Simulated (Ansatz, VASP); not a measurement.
# AgBr in VASP and in Ansatz

```
Ag Br
1.0
     2.87896    2.87896    0.00000
    -2.87896    2.87896    0.00000
     0.00000    2.87896    2.87896
Ag Br
1 1
Direct
  0.00000 0.00000 0.00000
  0.50000 0.50000 0.00000
```

Alike in both runs: task single point; functional PBEsol; k mesh 8 × 8 × 8; occupations fermi-dirac, width 0.01 eV; non-collinear spin, spin-orbit coupling.

|  | VASP | Ansatz |
| --- | --- | --- |
| version | VASP 6.6.1 | Ansatz 0.2.0 |
| potentials or method | VASP PAW PBE potentials, release 64 (Ag, Br), cutoff 500 eV | all-electron LAPW |

```tsv
	VASP	Ansatz	Ansatz less VASP
pressure (GPa)	-2.1	-2.1	+0.01
net moment per atom (μB)	0.00	0.00	0.000
```

VASP's potentials were made for PBE, not for PBEsol. Ansatz ran all-electron here, and VASP with PAW potentials.
